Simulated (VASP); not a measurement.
The system is CoSi.

```
CELL_PARAMETERS angstrom
4.44500 0.00000 0.00000
0.00000 4.44500 0.00000
0.00000 0.00000 4.44500
ATOMIC_POSITIONS crystal
Co 0.14400 0.14400 0.14400
Co 0.64400 0.35600 0.85600
Co 0.85600 0.64400 0.35600
Co 0.35600 0.85600 0.64400
Si 0.84300 0.84300 0.84300
Si 0.34300 0.65700 0.15700
Si 0.15700 0.34300 0.65700
Si 0.65700 0.15700 0.34300
```

- Program: VASP 6.6.1
- Task: relaxation of cell and atoms
- Functional: LDA
- Potentials or basis: VASP PAW LDA potentials, release 64 (Co, Si)
- Cutoff: 600 eV
- k mesh: 8 × 8 × 8
- Occupations: fermi-dirac, width 0.05 eV
- Spin: no spin polarisation

At the start: pressure -14.0 GPa; volume 10.98 Å³/atom.

Task: Where does the relaxation end?

Result: Over 15 steps the energy falls by 31.0 meV/atom and the volume is 10.31 Å³/atom (-6.1 %); space group P2_13 (No. 198, to 0.05 Å).

Step by step:
```tsv
step	energy change (eV)	largest force (eV/Å)	pressure (GPa)	volume (Å³)
1	0.0000	0.0836	-14.04	87.82
2	0.2256	0.3927	25.29	76.16
3	-0.2445	0.1192	-0.33	82.66
4	-0.2446	0.1228	-0.07	82.55
5	-0.2445	0.1265	0.25	82.45
6	-0.2467	0.0806	0.37	82.40
7	-0.2481	0.0014	0.47	82.32
8	-0.2473	0.0214	-0.95	82.75
9	-0.2482	0.0074	0.01	82.45
10	-0.2482	0.0047	0.09	82.45
11	-0.2482	0.0052	-0.04	82.46
12	-0.2482	0.0018	0.06	82.46
13	-0.2482	0.0019	-0.06	82.48
14	-0.2482	0.0018	-0.09	82.47
15	-0.2482	0.0017	-0.03	82.46
```

Final structure:
```cif
data_structure
_symmetry_space_group_name_H-M 'P 1'
_symmetry_Int_Tables_number 1
_cell_length_a 4.3526
_cell_length_b 4.3526
_cell_length_c 4.3526
_cell_angle_alpha 90.000
_cell_angle_beta 90.000
_cell_angle_gamma 90.000
_cell_volume 82.46
loop_
_atom_site_label
_atom_site_type_symbol
_atom_site_fract_x
_atom_site_fract_y
_atom_site_fract_z
_atom_site_occupancy
Co1 Co 0.14576 0.14576 0.14576 1
Co2 Co 0.64576 0.35424 0.85424 1
Co3 Co 0.85424 0.64576 0.35424 1
Co4 Co 0.35424 0.85424 0.64576 1
Si1 Si 0.84309 0.84309 0.84309 1
Si2 Si 0.34309 0.65691 0.15691 1
Si3 Si 0.15691 0.34309 0.65691 1
Si4 Si 0.65691 0.15691 0.34309 1
```
